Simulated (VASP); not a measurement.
# BaBi6O10 in VASP: a series of runs, part 2 of 2

VASP 6.6.1. The steps go on from the part before.

## (3) Single point, PBE

INCAR

```
PREC = Accurate
ENCUT = 520
EDIFF = 1E-7
ISMEAR = -1
SIGMA = 0.293
LREAL = Auto
LASPH = T
NELM = 80
ALGO = Normal
ISIF = 2
LWAVE = F
LCHARG = F
GGA = PE
ISYM = 0
NBANDS = 94
```

KPOINTS

```
Automatic mesh
0
Gamma
  1 1 1
```

POSCAR

```
BaBi6O10
1.0
    6.8988500000      0.3663110000     -0.3031620000
    0.3663110000      6.5432810000      0.0645600000
   -0.3031620000      0.0645600000      6.7022220000
Bi O Ba
6 10 1
Direct
    0.4371526542      0.8988865815      0.0310514864
    0.5779485238      0.0245040396      0.5116679289
    0.5668140758      0.4979196813      0.8908825751
    0.9960938927      0.0943762937      0.2470607335
    0.3705594231      0.5694101280      0.3812815239
    0.8782444437      0.6310928173      0.3342434777
   -0.1843417865      0.3357083713     -0.0271032140
    0.5608738014      0.3581160189      0.2229865936
    0.2537013087      1.0034308813      0.4366511731
    0.1304500640      0.4189862166      0.4831498796
    0.2624715569      0.8655406800      0.6408750853
    0.6432087283     -0.1578420084      0.7543863400
    0.0578589539      0.8200048559      0.0607564361
    0.4308044272      0.2502615310      0.6951685049
    0.8368741898      0.5766498925      0.6500541068
    0.6952259797      1.0168114483      0.0460973616
    0.0208313405      0.1285174950      0.7326698789
```

Potentials or basis: VASP PAW PBE potentials, release 64 (Bi_d, O, Ba_sv).

Launch:

```
$ cat potpaw_PBE.64/Bi_d/POTCAR potpaw_PBE.64/O/POTCAR potpaw_PBE.64/Ba_sv/POTCAR > POTCAR
$ mpirun -np 1 vasp_gam > vasp.out
```

OUTCAR:

```text
PREC = Accurate
   ENCUT = 520
   EDIFF = 1E-7
   ISMEAR = -1
   LREAL = Auto
   LASPH = T
   NELM = 80
   ISIF = 2
   GGA = PE
   ISYM = 0

 ion  position               nearest neighbor table
   1  0.437  0.899  0.031-  16 2.02  12 2.45  13 2.75  11 2.81   3 2.88   5 3.26   2 3.43  17 3.54
                             4 3.61   6 3.76   2 3.80
   2  0.578  0.025  0.512-  12 1.99  14 2.17   9 2.27  11 2.72   8 2.88  17 3.42   1 3.43   6 3.43
                             5 3.54   4 3.59   5 3.76   1 3.80  17 4.24
   3  0.567  0.498  0.891-   7 1.95  14 2.33   8 2.40  12 2.55  15 2.66   1 2.88   5 3.57   5 3.69
                             6 3.69  17 3.98
   4  0.996  0.094  0.247-   9 2.12  13 2.23  16 2.48   7 2.55  10 2.86  17 3.26   6 3.28  17 3.48
                             2 3.59   6 3.59   1 3.61
   5  0.371  0.569  0.381-   8 2.16  10 2.17  11 2.72   9 2.91  14 2.91   1 3.26   6 3.37   2 3.54
                             3 3.57   6 3.62   3 3.69   2 3.76
   6  0.878  0.631  0.334-  15 2.19  10 2.26  13 2.66   4 3.28   5 3.37   2 3.43   4 3.59   5 3.62
                             3 3.69   1 3.76  17 4.18
   7  0.816  0.336  0.973-   3 1.95   4 2.55  17 2.55
   8  0.561  0.358  0.223-   5 2.16   3 2.40   2 2.88
   9  0.254  0.003  0.437-  11 1.62   4 2.12   2 2.27  17 2.75   5 2.91
  10  0.130  0.419  0.483-   5 2.17   6 2.26  17 2.73   4 2.86
  11  0.262  0.866  0.641-   9 1.62  17 2.40   5 2.72   2 2.72   1 2.81
  12  0.643  0.842  0.754-   2 1.99   1 2.45   3 2.55
  13  0.058  0.820  0.061-   4 2.23   6 2.66   1 2.75  17 2.94
  14  0.431  0.250  0.695-   2 2.17   3 2.33   5 2.91  17 3.06
  15  0.837  0.577  0.650-   6 2.19   3 2.66  17 3.09
  16  0.695  0.017  0.046-   1 2.02   4 2.48  17 3.34
  17  0.021  0.129  0.733-  11 2.40   7 2.55  10 2.73   9 2.75  13 2.94  14 3.06  15 3.09   4 3.26
                            16 3.34   2 3.42   4 3.48   1 3.54   3 3.98   6 4.18   2 4.24

IMPORTANT INFORMATION: All symmetrisations will be switched off!
NOSYMM: (Re-)initialisation of all symmetry stuff for point group C_1.

----------------------------------------------------------------------------------------

                                     Primitive cell

  volume of cell :     301.0020
[... 123 lines left out ...]
   IVDW    =     0    specifies the selected vdW correction
   LEPSILON=     F    determine dielectric tensor
   LRPA    =     F    only Hartree local field effects (RPA)
 non-spin polarized calculation
  energy-cutoff  :      520.00
  volume of cell :      301.00
 maximum number of plane-waves:      4055
 NGX is ok and might be reduce to    50
   NGX = 25   NGY = 25   NGZ = 25

 number of electron     160.0000009 magnetization

 Free energy of the ion-electron system (eV)
  ---------------------------------------------------
  ext. energy  EPLUGINS =         0.00000000
  ---------------------------------------------------
  free energy    TOTEN  =       -83.73584876 eV

  energy without entropy =      -81.96032257  energy(sigma->0) =      -82.84808566

 E-fermi :   5.5176     XC(G=0): -10.1656

 val. band max:        5.5032904411   @ k =   0.0000   0.0000   0.0000
 cond. band min:       6.1447010950   @ k =   0.0000   0.0000   0.0000
 fundamental gap:      0.6414106539
 Fermi energy:         5.5176419675

 k-point     1 :       0.0000    0.0000    0.0000
  band No.  band energies     occupation
      1     -21.0539      2.00000
      2     -17.8878      2.00000
      3     -17.8276      2.00000
      4     -17.7890      2.00000
      5     -17.7725      2.00000
      6     -17.7240      2.00000
[... 84 lines left out ...]
     91       9.5959      0.00000
     92       9.9597      0.00000
 [bands above 92 left out]

------------------------ aborting loop because EDIFF is reached ----------------------------------------

  FORCE on cell =-STRESS in cart. coord.  units (eV):
  Direction    XX          YY          ZZ          XY          YZ          ZX
  --------------------------------------------------------------------------------------
  -------------------------------------------------------------------------------------
  Total       20.2659227     13.9462142     14.4543209     -6.5858687      5.4461417      1.7443135
  in kB      107.8717254     74.2330963     76.9376534    -35.0553505     28.9887962      9.2846553
  external PRESSURE =      86.3474917 kB  Pullay stress =       0.0000000 kB

 VOLUME and BASIS-vectors are now :
 -----------------------------------------------------------------------------
  energy-cutoff  :      520.00
  volume of cell :      301.00
      direct lattice vectors                 reciprocal lattice vectors
     6.898850000  0.366311000 -0.303162000     0.145681285 -0.008221440  0.006668804
     0.366311000  6.543281000  0.064560000    -0.008221440  0.153307026 -0.001848630
    -0.303162000  0.064560000  6.702222000     0.006668804 -0.001848630  0.149523707

 POSITION                                       TOTAL-FORCE (eV/Angst)
 -----------------------------------------------------------------------------------
      3.33571      6.04381      0.13362        -1.668224      2.370267     -1.013790
      3.84104      0.40508      3.25568        -1.186277      1.738434     -0.940367
      3.82268      3.52317      5.83120        -0.517506     -1.785427     -1.667195
      6.83157      0.99836      1.35997        -2.617289     -0.354087     -2.540342
      2.64943      3.88617      2.47985         0.171370     -0.626607      1.184549
      6.18872      4.47271      2.01467         0.073319     -0.699966      0.594222
[... 9 lines left out ...]
      4.78844      0.36765      0.09927         1.454977     -0.415714      1.433441
     -0.03133      0.89586      4.91250         0.082922      0.882925      1.106992
 -----------------------------------------------------------------------------------
    total drift:                               -0.002675     -0.007467      0.020399

  FREE ENERGIE OF THE ION-ELECTRON SYSTEM (eV)
  ---------------------------------------------------
  free  energy   TOTEN  =       -83.7358487564 eV

  energy  without entropy=      -81.9603225686  energy(sigma->0) =      -82.84808566
```

stdout:

```text
POSCAR found type information on POSCAR BiO Ba
 POSCAR found :  3 types and      17 ions
 scaLAPACK will be used
 LDA part: xc-table for (Slater+PW92), standard interpolation
 POSCAR, INCAR and KPOINTS ok, starting setup
 FFT: planning ... GRIDC
 FFT: planning ... GRID_SOFT
 FFT: planning ... GRID
 WAVECAR not read
 entering main loop
```

Wall time 79 s (1 thread of Intel Xeon Platinum 8488C (Sapphire Rapids), shared host); peak memory 0.33 GiB.

Results:

```
Free energy   : -83.7358 eV
Pressure      : 8.6 GPa
Largest force : 3.665 eV/Å
```

Forces in eV/Å, atoms in the order of the input:
```
Bi  -1.668  2.370 -1.014
Bi  -1.186  1.738 -0.940
Bi  -0.518 -1.785 -1.667
Bi  -2.617 -0.354 -2.540
Bi   0.171 -0.627  1.185
Bi   0.073 -0.700  0.594
O    2.725  0.199  0.579
O   -0.832  0.278  0.633
O    1.527 -1.204  1.139
O   -0.409  0.673 -1.581
O   -0.362 -1.071 -0.617
O    0.196 -0.552  1.367
O    0.804  0.448  1.130
O    1.138  0.757  0.546
O   -0.579 -0.638 -1.354
O    1.455 -0.416  1.433
Ba   0.083  0.883  1.107
```

Caveat: the k points lie up to 0.96 Å⁻¹ apart; the atoms stand as in a frame of molecular dynamics; spin-orbit coupling is left out, which moves the levels of the heavy elements.

## (4) Single point, PBE

INCAR

```
SYSTEM = BaBi6O10
ALGO = Normal ; EDIFF = 1E-6
ENCUT = 520 ; GGA = PE
ISIF = 2 ; ISMEAR = -1
ISYM = 0 ; LASPH = .True.
LCHARG = .False. ; LREAL = Auto
LWAVE = .False. ; NBANDS = 94
NELM = 100 ; PREC = Accurate
SIGMA = 0.293
```

KPOINTS

```
k-points
0
Gamma
  1 1 1
  0 0 0
```

POSCAR

```
BaBi6O10
1.0
    6.8988500000      0.3663110000     -0.3031620000
    0.3663110000      6.5432810000      0.0645600000
   -0.3031620000      0.0645600000      6.7022220000
Bi O Ba
6 10 1
Direct
    0.4138771380      0.9074064530      0.0093687825
    0.5499831267      0.0047610425      0.5209462790
    0.5557724670      0.4109482354      0.9341333776
    0.9655648017      0.1447270997      0.2052495389
    0.3830714015      0.5533556549      0.4262420808
    0.8830266923      0.6090103529      0.3440170185
   -0.1556871186      0.4509639541     -0.0441909640
    0.3643736864      0.3165583222      0.1108094077
    0.3165502873      1.0037453491      0.3095767670
    0.1429368835      0.4288719693      0.4433525265
    0.1203418422      0.8977330043      0.4759626630
    0.5269280041     -0.2580423798      0.7503760340
    0.0613549905      0.7773275587      0.1396893798
    0.4447804947      0.1465311558      0.7729164288
    0.8152384095      0.6022306063      0.6531926723
    0.7028593569      1.0824108620      0.0606483645
    0.0029477410      0.1364832213      0.7208664957
```

Potentials or basis: VASP PAW PBE potentials, release 64 (Bi_d, O, Ba_sv).

Launch:

```
$ cat potpaw_PBE.64/Bi_d/POTCAR potpaw_PBE.64/O/POTCAR potpaw_PBE.64/Ba_sv/POTCAR > POTCAR
$ mpirun -np 1 vasp_gam > vasp.out
```

OUTCAR:

```text
SYSTEM = BaBi6O10
   EDIFF = 1E-6
   ENCUT = 520
   GGA = PE
   ISIF = 2
   ISMEAR = -1
   ISYM = 0
   LASPH = .True.
   LREAL = Auto
   NELM = 100
   PREC = Accurate

 ion  position               nearest neighbor table
   1  0.414  0.907  0.009-  12 2.22  14 2.25   9 2.26  16 2.41   8 2.77  13 2.87   3 3.36  17 3.48
                             2 3.55   2 3.56   3 3.58   5 3.64   4 3.67
   2  0.550  0.005  0.521-   9 2.05  14 2.09  12 2.32   5 3.34  17 3.50   1 3.55   1 3.56   6 3.57
                             5 3.68   3 3.88   4 3.89  17 4.13
   3  0.556  0.411  0.934-   8 1.99   7 2.03  14 2.23  16 2.39  12 2.46   1 3.36   4 3.51   1 3.58
                             5 3.58   5 3.71   6 3.75  17 3.81   2 3.88
[... 280 lines left out ...]
  in kB      142.0101982     51.3329295    123.2835386     -6.7317286     19.6211039    -22.6710238
  external PRESSURE =     105.5422221 kB  Pullay stress =       0.0000000 kB

 VOLUME and BASIS-vectors are now :
 -----------------------------------------------------------------------------
  energy-cutoff  :      520.00
  volume of cell :      301.00
      direct lattice vectors                 reciprocal lattice vectors
     6.898850000  0.366311000 -0.303162000     0.145681285 -0.008221440  0.006668804
     0.366311000  6.543281000  0.064560000    -0.008221440  0.153307026 -0.001848630
    -0.303162000  0.064560000  6.702222000     0.006668804 -0.001848630  0.149523707

 POSITION                                       TOTAL-FORCE (eV/Angst)
 -----------------------------------------------------------------------------------
      3.18483      6.08963     -0.00410         0.517761      0.401702     -0.129701
      3.63806      0.26625      3.32507         1.328834     -0.355788      0.101456
      3.70153      2.95284      6.11881        -0.298379      0.592289     -2.334283
      6.65208      1.31394      1.09225         1.337190     -1.054398      1.234391
      2.71623      3.78860      2.77636         2.454430      0.879848     -0.609422
      6.21066      4.33060      2.07730        -0.841641      1.947203     -0.382380
[... 9 lines left out ...]
      4.86072      0.80062      0.19872        -0.704740     -0.852846     -0.258004
     -0.14821      0.94067      4.83933         0.843016      0.777283      0.176724
 -----------------------------------------------------------------------------------
    total drift:                               -0.014653      0.005231      0.010179

  FREE ENERGIE OF THE ION-ELECTRON SYSTEM (eV)
  ---------------------------------------------------
  free  energy   TOTEN  =       -84.1643142215 eV

  energy  without entropy=      -82.2421577564  energy(sigma->0) =      -83.20323599
```

It took 73 s on 1 thread of Intel Xeon Platinum 8488C (Sapphire Rapids), shared host; peak memory 0.34 GiB.

Results:

| Property | Result |
| --- | --- |
| Free energy | -84.1643 eV |
| Pressure | 10.6 GPa |
| Largest force | 3.429 eV/Å |

Forces on the atoms (eV/Å):
```
Bi   0.518  0.402 -0.130
Bi   1.329 -0.356  0.101
Bi  -0.298  0.592 -2.334
Bi   1.337 -1.054  1.234
Bi   2.454  0.880 -0.609
Bi  -0.842  1.947 -0.382
O    2.120 -1.159  1.622
O   -2.251  0.127  2.583
O    0.230  0.910  0.032
O   -1.882 -2.358  1.183
O   -1.502 -1.114  1.313
O   -1.052  0.572 -0.235
O    0.462  0.779 -1.229
O   -1.605  0.180 -1.259
O    0.843 -0.272 -1.809
O   -0.705 -0.853 -0.258
Ba   0.843  0.777  0.177
```

Caveat: the k points lie up to 0.96 Å⁻¹ apart; the atoms stand as in a frame of molecular dynamics; spin-orbit coupling is left out, which moves the levels of the heavy elements.

## (5) Single point, PBE

INCAR

```
PREC = Accurate ; ENCUT = 520
EDIFF = 1E-7 ; ISMEAR = -1
SIGMA = 0.2111 ; LREAL = Auto
LASPH = True ; NELM = 100
ALGO = Normal ; ISIF = 2
LWAVE = False ; LCHARG = False
GGA = PE ; ISYM = 0
NBANDS = 94
```

KPOINTS

```
Automatic mesh
0
Gamma
  1 1 1
```

POSCAR

```
BaBi6O10
1.0
    6.8988500000      0.3663110000     -0.3031620000
    0.3663110000      6.5432810000      0.0645600000
   -0.3031620000      0.0645600000      6.7022220000
Bi O Ba
6 10 1
Direct
    0.4347862414      0.8947838354     -0.0091395925
    0.5615984137      0.0555246414      0.4935562605
    0.5286843593      0.4094648995      0.8991977517
    0.9944176557      0.0873240454      0.1888957132
    0.3700004539      0.5817028923      0.4434058345
    0.8609538542      0.6141637746      0.2879333270
    0.8402255084      0.3669872348      1.0247762234
    0.3451989005      0.3850974202      0.2020169281
    0.4138531119     -0.0960290789      0.3102896583
    0.1090981483      0.4032816281      0.4043391208
   -0.0557676248      0.8240176818      0.5092170617
    0.4180176347      0.8754913467      0.6732442376
    0.1019195124      0.9424777706     -0.0688991265
    0.3055751955      0.3369921331      0.6758708642
    0.6614495746      0.4210967620      0.6142549992
    0.7216315215     -0.0298057392      0.0652999131
    0.0235890402      0.1967257548      0.6899811265
```

Launch:

```
$ cat potpaw_PBE.64/Bi_d/POTCAR potpaw_PBE.64/O/POTCAR potpaw_PBE.64/Ba_sv/POTCAR > POTCAR
$ mpirun -np 1 vasp_gam > vasp.out
```

It took 73 s on 1 thread of Intel Xeon Platinum 8488C (Sapphire Rapids), shared host; peak memory 0.34 GiB.

The run converged. Its results:

```
Free energy   : -89.4838 eV
Pressure      : 14.2 GPa
Largest force : 4.483 eV/Å
```

Forces in eV/Å, atoms in the order of the input:
```
Bi  -0.601 -0.644 -1.095
Bi   2.595  2.544  2.524
Bi  -0.221  0.314  1.908
Bi  -0.754 -0.113 -1.019
Bi  -0.435 -0.627  1.342
Bi   0.134 -0.288  1.003
O    0.716 -0.389  0.114
O    2.076 -0.900 -1.952
O   -3.026 -2.094 -2.561
O   -3.188  0.840 -1.639
O   -0.131  0.758 -0.744
O    0.260  0.213 -0.796
O    0.544 -1.038  3.272
O    3.334  0.626  0.646
O    0.347  0.715 -1.059
O    1.618 -0.014  0.575
Ba  -3.268  0.099 -0.518
```

Stress tensor (GPa, compression positive):
```
14.21  5.91  2.50
 5.91  7.98 -0.23
 2.50 -0.23 20.47
```

Levels at points of the mesh, in eV from the Fermi level:
```
           k point  band 78  band 79  band 80  band 81  band 82  band 83
(0.00, 0.00, 0.00)    -1.09    -0.95    -0.29     0.27     1.17     1.98
```

Caveat: the k points lie up to 0.96 Å⁻¹ apart; the atoms stand as in a frame of molecular dynamics; spin-orbit coupling is left out, which moves the levels of the heavy elements.

## (6) The runs side by side

| cell | smearing | pressure (GPa) | largest force (eV/Å) |
| --- | --- | --- | --- |
| as given, atomic positions A | fermi-dirac 0.293 eV | 13.0 | 4.82 |
| as given, atomic positions B | fermi-dirac 0.293 eV | 8.6 | 3.66 |
| as given, atomic positions C | fermi-dirac 0.293 eV | 10.6 | 3.43 |
| as given, atomic positions D | fermi-dirac 0.2111 eV | 14.2 | 4.48 |

Alike in all rows: task single point; level PBE; potentials or basis VASP PAW PBE potentials, release 64 (Bi_d, O, Ba_sv); no spin polarisation; k mesh 1 × 1 × 1; cutoff (eV) 520.

Caveats: all runs use coarse meshes; the atoms stand as in a frame of molecular dynamics; spin-orbit coupling is left out, which moves the levels of the heavy elements.

Absolute energies hang on the potentials; compare differences alone.
